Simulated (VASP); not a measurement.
# MgO (P6_3/mmc) in VASP: a series of runs

The runs below take MgO through single point, with PBE.

All numbers are computed with VASP 6.6.1; they aren't measurements. Logs are shortened: lines on timing, memory, paths and dates and some standing lists are left out, and cuts for length are marked.

**1. The cell of the first run**

It takes space group P6_3/mmc (No. 194, hexagonal). Conventional cell: a = 3.555 Å, b = 3.555 Å, c = 4.281 Å, α = 90.00°, β = 90.00°, γ = 120.00°. Within 2.7 Å of Mg (site symmetry -6m2) lie 5 O at 2.05 to 2.14 Å. O (site symmetry -6m2) has 5 Mg at 2.05 to 2.14 Å within 2.7 Å.

**2. Single point, PBE (volume changed by +3%)**

The input, INCAR:

```
  PREC = Accurate
  ENCUT = 520
  EDIFF = 1E-6
  ISMEAR = 0
  SIGMA = 0.01
  LREAL = False
  LASPH = True
  NELM = 60
  ALGO = Normal
  ISIF = 2
  LWAVE = False
  LCHARG = False
  GGA = PE
  NBANDS = 16
```

The input, KPOINTS:

```
Automatic mesh
0
Gamma
  9 9 6
```

The input, POSCAR:

```
MgO
1.0
    3.5554601159      0.0000000000      0.0000000000
   -1.7777300580      3.0791187825      0.0000000000
    0.0000000000      0.0000000000      4.2805622203
Mg O
2 2
Direct
    0.3333333333      0.6666666667      0.2500000000
    0.6666666667      0.3333333333      0.7500000000
    0.6666666667      0.3333333333      0.2500000000
    0.3333333333      0.6666666667      0.7500000000
```

Potentials or basis: VASP PAW PBE potentials, release 64 (Mg, O).

Run with:

```
$ cat potpaw_PBE.64/Mg/POTCAR potpaw_PBE.64/O/POTCAR > POTCAR
$ mpirun -np 1 vasp_std > vasp.out
```

OUTCAR:

```text
PREC = Accurate
   ENCUT = 520
   EDIFF = 1E-6
   ISMEAR = 0
   LREAL = False
   LASPH = True
   NELM = 60
   ISIF = 2
   GGA = PE

 ion  position               nearest neighbor table
   1  0.333  0.667  0.250-   3 2.05   3 2.05   3 2.05   4 2.14   4 2.14   2 2.97   2 2.97   2 2.97
                             2 2.97   2 2.97   2 2.97
   2  0.667  0.333  0.750-   4 2.05   4 2.05   4 2.05   3 2.14   3 2.14   1 2.97   1 2.97   1 2.97
                             1 2.97   1 2.97   1 2.97
   3  0.667  0.333  0.250-   1 2.05   1 2.05   1 2.05   2 2.14   2 2.14
   4  0.333  0.667  0.750-   2 2.05   2 2.05   2 2.05   1 2.14   1 2.14

  LATTYP: Found a hexagonal cell.
 ALAT       =     3.5554601159
 C/A-ratio  =     1.2039404411

  Lattice vectors:

 A1 = (   3.5554601159,   0.0000000000,   0.0000000000)
 A2 = (  -1.7777300580,   3.0791187825,   0.0000000000)
 A3 = (   0.0000000000,   0.0000000000,   4.2805622203)

Analysis of symmetry for initial positions (statically):
=====================================================================
 Subroutine PRICEL returns:
 Original cell was already a primitive cell.

 Routine SETGRP: Setting up the symmetry group for a
 hexagonal supercell.

 Subroutine GETGRP returns: Found 24 space group operations
 (whereof 12 operations were pure point group operations)
 out of a pool of 24 trial point group operations.

The static configuration has the point symmetry D_3d.
 The point group associated with its full space group is D_6h.

Analysis of symmetry for dynamics (positions and initial velocities):
=====================================================================
 Subroutine PRICEL returns:
 Original cell was already a primitive cell.

 Routine SETGRP: Setting up the symmetry group for a
 hexagonal supercell.

 Subroutine GETGRP returns: Found 24 space group operations
 (whereof 12 operations were pure point group operations)
 out of a pool of 24 trial point group operations.

The dynamic configuration has the point symmetry D_3d.
 The point group associated with its full space group is D_6h.

 Subroutine INISYM returns: Found 24 space group operations
 (whereof 12 operations are pure point group operations),
 and found     1 'primitive' translations

----------------------------------------------------------------------------------------

                                     Primitive cell

  volume of cell :      46.8622

  direct lattice vectors                    reciprocal lattice vectors
     3.555460116  0.000000000  0.000000000     0.281257550  0.162384122  0.000000000
    -1.777730058  3.079118783  0.000000000     0.000000000  0.324768244  0.000000000
     0.000000000  0.000000000  4.280562220     0.000000000  0.000000000  0.233614172

  length of vectors
     3.555460116  3.555460116  4.280562220     0.324768244  0.324768244  0.233614172

  position of ions in fractional coordinates (direct lattice)
     0.333333333  0.666666667  0.250000000
     0.666666667  0.333333333  0.750000000
     0.666666667  0.333333333  0.250000000
     0.333333333  0.666666667  0.750000000

  ion indices of the primitive-cell ions
   primitive index   ion index
                 1           1
                 2           2
                 3           3
                 4           4

----------------------------------------------------------------------------------------

 KPOINTS: Automatic mesh

Automatic generation of k-mesh.
 Grid dimensions read from file:
 generate k-points for:    9    9    6

 Generating k-lattice:

  Cartesian coordinates                     Fractional coordinates (reciprocal lattice)
     0.031250839  0.018042680  0.000000000     0.111111111  0.000000000  0.000000000
     0.000000000  0.036085360  0.000000000     0.000000000  0.111111111  0.000000000
     0.000000000  0.000000000  0.038935695     0.000000000  0.000000000  0.166666667

  Length of vectors
     0.036085360  0.036085360  0.038935695

  Shift w.r.t. Gamma in fractional coordinates (k-lattice)
     0.000000000  0.000000000  0.000000000

 Subroutine IBZKPT returns following result:
 ===========================================

 Found     48 irreducible k-points:

 Following reciprocal coordinates:
            Coordinates               Weight
  0.000000  0.000000  0.000000      1.000000
  0.111111  0.000000  0.000000      6.000000
  0.222222  0.000000  0.000000      6.000000
  0.333333 -0.000000  0.000000      6.000000
  0.444444  0.000000  0.000000      6.000000
  0.111111  0.111111  0.000000      6.000000
[... 16 lines left out ...]
  0.333333  0.222222  0.166667     24.000000
  0.333333  0.333333  0.166667      4.000000
 [... further k-points ...]
   k-points           NKPTS =     48   k-points in BZ     NKDIM =     48   number of bands    NBANDS=     16
   number of dos      NEDOS =    301   number of ions     NIONS =      4
   total plane-waves  NPLWV =  25088
   dimension x,y,z NGX =    28 NGY =   28 NGZ =   32
   dimension x,y,z NGXF=    56 NGYF=   56 NGZF=   64
   ions per type =               2   2
   NGX,Y,Z   is equivalent  to a cutoff of  13.09, 13.09, 12.43 a.u.
   NGXF,Y,Z  is equivalent  to a cutoff of  26.18, 26.18, 24.86 a.u.
 SYSTEM =  unknown system
   PREC   = accura    normal or accurate (medium, high low for compatibility)
   ISTART =      0    job   : 0-new  1-cont  2-samecut
   ICHARG =      2    charge: 1-file 2-atom 10-const
   ISPIN  =      1    spin polarized calculation?
   LNONCOLLINEAR =      F non collinear calculations
   LSORBIT =      F    spin-orbit coupling
   LASPH  =      T    aspherical Exc in radial PAW
   ENCUT  =  520.0 eV  38.22 Ry    6.18 a.u.   6.61  6.61  7.96*2*pi/ulx,y,z
   NELM   =     60;   NELMIN=  2; NELMDL= -5     # of ELM steps
   EDIFF  = 0.1E-05   stopping-criterion for ELM
   LREAL  =      F    real-space projection
   EDIFFG = 0.1E-04   stopping-criterion for IOM
   NSW    =      0    number of steps for IOM
   IBRION =     -1    ionic relax: 0-MD 1-quasi-New 2-CG
   NFREE  =      0    steps in history (QN), initial steepest desc. (CG)
   ISIF   =      2    stress and relaxation
   ISYM   =      2    0-nonsym 1-usesym 2-fastsym
   POTIM  = 0.5000    time-step for ionic-motion
   TEBEG  =    0.0;   TEEND  =   0.0 temperature during run
   PSTRESS=    0.0 pullay stress
   NELECT =      16.0000    total number of electrons
   NUPDOWN=      -1.0000    fix difference up-down
   EMIN   =  10.00;   EMAX   =-10.00  energy-range for DOS
   EFERMI =   0.00;   METHOD = LEGACY
   ISMEAR =     0;   SIGMA  =   0.01  broadening in eV -4-tet -1-fermi 0-gaus
   EFERMI_NEDOS =   21; number of points for ismear=-14 and -15
   IALGO  =     38    algorithm
   IMIX   =      4    mixing-type and parameters
     AMIX     =   0.40;   BMIX     =  1.00
     AMIX_MAG =   1.60;   BMIX_MAG =  1.00
  volume/ion in A,a.u.               =      11.72        79.06
  Fermi-wavevector in a.u.,A,eV,Ry     =   1.144214  2.162250 17.813087  1.309225
  Thomas-Fermi vector in A             =   2.280906
   LORBIT       =      0    0 simple, 1 ext, 2 COOP (PROOUT), +10 PAW based schemes
   GGA     = PE    functional components
   LHFCALC =     F    Hartree Fock is set to
   AEXX    =    0.0000 exact exchange contribution
   IVDW    =     0    specifies the selected vdW correction
   LEPSILON=     F    determine dielectric tensor
   LRPA    =     F    only Hartree local field effects (RPA)
 non-spin polarized calculation
 Gauss-broadening in eV      SIGMA  =   0.01
  energy-cutoff  :      520.00
  volume of cell :       46.86
 maximum number of plane-waves:      1288
 NGX is ok and might be reduce to    28
   NGX = 13   NGY = 13   NGZ = 15

 number of electron      15.9999990 magnetization

 Free energy of the ion-electron system (eV)
  ---------------------------------------------------
  ext. energy  EPLUGINS =         0.00000000
  ---------------------------------------------------
  free energy    TOTEN  =       -23.65720642 eV

  energy without entropy =      -23.65720642  energy(sigma->0) =      -23.65720642

 E-fermi :   1.6929     XC(G=0):  -9.7978

 val. band max:        1.6102368360   @ k =   0.0000   0.0000   0.0000
 cond. band min:       4.7227948205   @ k =   0.0000   0.0000   0.0000
 fundamental gap:      3.1125579845
 Fermi energy:         1.6928748575

 k-point     1 :       0.0000    0.0000    0.0000
  band No.  band energies     occupation
      1     -15.0616      2.00000
      2     -13.8263      2.00000
      3      -1.8232      2.00000
      4      -0.0063      2.00000
      5      -0.0063      2.00000
      6       0.8721      2.00000
[... 8 lines left out ...]
     15      16.6105      0.00000
     16      16.8808      0.00000

 k-point     2 :       0.1111    0.0000    0.0000
  band No.  band energies     occupation
      1     -15.0074      2.00000
      2     -13.8356      2.00000
      3      -1.7312      2.00000
      4      -0.1927      2.00000
      5      -0.0967      2.00000
      6       0.5743      2.00000
[... 8 lines left out ...]
     15      16.3116      0.00000
     16      16.3483      0.00000

 k-point     3 :       0.2222    0.0000    0.0000
  band No.  band energies     occupation
      1     -14.8586      2.00000
      2     -13.8696      2.00000
      3      -1.4676      2.00000
      4      -0.7387      2.00000
      5      -0.2872      2.00000
      6       0.1516      2.00000
[... 8 lines left out ...]
     15      15.4171      0.00000
     16      15.7907      0.00000

 k-point     4 :       0.3333   -0.0000    0.0000
  band No.  band energies     occupation
      1     -14.6557      2.00000
      2     -13.9400      2.00000
      3      -1.3413      2.00000
      4      -1.0775      2.00000
      5      -0.4664      2.00000
      6      -0.1210      2.00000
[... 8 lines left out ...]
     15      15.1943      0.00000
     16      15.6636      0.00000

 k-point     5 :       0.4444    0.0000    0.0000
  band No.  band energies     occupation
      1     -14.4764      2.00000
      2     -14.0315      2.00000
      3      -1.6986      2.00000
      4      -0.6899      2.00000
      5      -0.5700      2.00000
      6      -0.2595      2.00000
[... 8 lines left out ...]
     15      15.6321      0.00000
     16      15.6879      0.00000

 k-point     6 :       0.1111    0.1111    0.0000
  band No.  band energies     occupation
      1     -14.9057      2.00000
      2     -13.8573      2.00000
      3      -1.5531      2.00000
      4      -0.4706      2.00000
      5      -0.3840      2.00000
      6       0.3304      2.00000
[... 8 lines left out ...]
     15      15.7311      0.00000
     16      15.8222      0.00000
[... 267 lines left out ...]
 k-point    21 :       0.4444    0.1111    0.1667
  band No.  band energies     occupation
      1     -14.3804      2.00000
      2     -14.0787      2.00000
      3      -1.8793      2.00000
      4      -0.8749      2.00000
      5      -0.7558      2.00000
      6      -0.0511      2.00000
[... 8 lines left out ...]
     15      15.1924      0.00000
     16      16.1081      0.00000

 k-point    22 :       0.2222    0.2222    0.1667
  band No.  band energies     occupation
      1     -14.5004      2.00000
      2     -14.0145      2.00000
      3      -1.4406      2.00000
      4      -1.4039      2.00000
      5      -0.4099      2.00000
      6      -0.0596      2.00000
[... 8 lines left out ...]
     15      15.3784      0.00000
     16      16.6693      0.00000

 k-point    23 :       0.3333    0.2222    0.1667
  band No.  band energies     occupation
      1     -14.3425      2.00000
      2     -14.1003      2.00000
      3      -1.6973      2.00000
      4      -1.1624      2.00000
      5      -0.7805      2.00000
      6       0.1776      2.00000
[... 8 lines left out ...]
     15      15.2931      0.00000
     16      16.7095      0.00000

 k-point    24 :       0.3333    0.3333    0.1667
  band No.  band energies     occupation
      1     -14.2089      2.00000
      2     -14.2089      2.00000
      3      -1.6568      2.00000
      4      -1.0569      2.00000
      5      -1.0569      2.00000
      6       0.5010      2.00000
[... 8 lines left out ...]
     15      15.2837      0.00000
     16      17.4463      0.00000

 [... further k-points ...]
[... 5 lines left out ...]
  --------------------------------------------------------------------------------------
  -------------------------------------------------------------------------------------
  Total       -1.1262343     -1.1262343     -1.2206396      0.0000000     -0.0000000      0.0000000
  in kB      -38.5049223    -38.5049223    -41.7325553      0.0000000     -0.0000000      0.0000000
  external PRESSURE =     -39.5808000 kB  Pullay stress =       0.0000000 kB

 VOLUME and BASIS-vectors are now :
 -----------------------------------------------------------------------------
  energy-cutoff  :      520.00
  volume of cell :       46.86
      direct lattice vectors                 reciprocal lattice vectors
     3.555460116  0.000000000  0.000000000     0.281257550  0.162384122  0.000000000
    -1.777730058  3.079118783  0.000000000     0.000000000  0.324768244  0.000000000
     0.000000000  0.000000000  4.280562220     0.000000000  0.000000000  0.233614172

 POSITION                                       TOTAL-FORCE (eV/Angst)
 -----------------------------------------------------------------------------------
     -0.00000      2.05275      1.07014         0.000000     -0.000000      0.000000
      1.77773      1.02637      3.21042        -0.000000      0.000000      0.000000
      1.77773      1.02637      1.07014        -0.000000      0.000000      0.000000
     -0.00000      2.05275      3.21042         0.000000      0.000000      0.000000
 -----------------------------------------------------------------------------------
    total drift:                               -0.000000      0.000000     -0.000000

  FREE ENERGIE OF THE ION-ELECTRON SYSTEM (eV)
  ---------------------------------------------------
  free  energy   TOTEN  =       -23.6572064247 eV

  energy  without entropy=      -23.6572064247  energy(sigma->0) =      -23.65720642
```

It took 44 s on 1 thread of Intel Xeon Platinum 8175M at 2.50GHz (Skylake/Cascade Lake), shared host; peak memory 0.18 GiB.

What came out:

| Property | Result |
| --- | --- |
| Free energy | -23.6572 eV |
| Pressure | -4.0 GPa |
| Band gap on the k mesh | 3.11 eV, direct |

Stress tensor (GPa, compression positive):
```
-3.85  0.00  0.00
 0.00 -3.85  0.00
 0.00  0.00 -4.17
```

Levels at points of the mesh, in eV from the valence-band top:
```csv
k point,band 4,band 5,band 6,band 7,band 8,band 9,band 10,band 11,band 12,band 13
"(0.00, 0.00, 0.00)",-1.62,-1.62,-0.74,-0.74,0.00,3.11,8.95,11.71,12.14,12.14
"(0.00, 0.00, 0.50)",-2.31,-1.19,-1.19,-1.19,-1.19,6.12,6.12,12.50,12.50,12.50
```

**3. Single point, PBE (volume changed by +6%)**

The input, INCAR:

```
SYSTEM = MgO
PREC = Accurate ; ENCUT = 520
EDIFF = 1E-7 ; ISMEAR = 0
SIGMA = 0.01 ; LREAL = .FALSE.
LASPH = .TRUE. ; NELM = 80
ALGO = Normal ; ISIF = 2
LWAVE = .FALSE. ; LCHARG = .FALSE.
GGA = PE ; NBANDS = 16
```

The input, KPOINTS:

```
regular mesh
0
G
  9 9 6
  0 0 0
```

The input, POSCAR:

```
MgO
1.0
    3.5896493297      0.0000000000      0.0000000000
   -1.7948246649      3.1087275102      0.0000000000
    0.0000000000      0.0000000000      4.3217239975
Mg O
2 2
Direct
    0.3333333333      0.6666666667      0.2500000000
    0.6666666667      0.3333333333      0.7500000000
    0.6666666667      0.3333333333      0.2500000000
    0.3333333333      0.6666666667      0.7500000000
```

Potentials or basis: VASP PAW PBE potentials, release 64 (Mg, O).

Run with:

```
$ cat potpaw_PBE.64/Mg/POTCAR potpaw_PBE.64/O/POTCAR > POTCAR
$ mpirun -np 1 vasp_std > vasp.out
```

Wall time 51 s (1 thread of Intel Xeon Platinum 8175M at 2.50GHz (Skylake/Cascade Lake), shared host); peak memory 0.18 GiB.

Results (log left out):

- Free energy: -23.6118 eV
- Pressure: -6.9 GPa
- Band gap on the k mesh: 2.97 eV, direct

Stress tensor (GPa, compression positive):
```
-6.79  0.00  0.00
 0.00 -6.79  0.00
 0.00  0.00 -7.24
```

Levels at points of the mesh, in eV from the valence-band top:
```csv
k point,band 5,band 6,band 7,band 8,band 9,band 10,band 11,band 12
"(0.00, 0.00, 0.00)",-1.56,-0.71,-0.71,0.00,2.97,8.72,11.48,11.95
"(0.00, 0.00, 0.50)",-1.15,-1.15,-1.15,-1.15,5.96,5.96,12.31,12.31
```
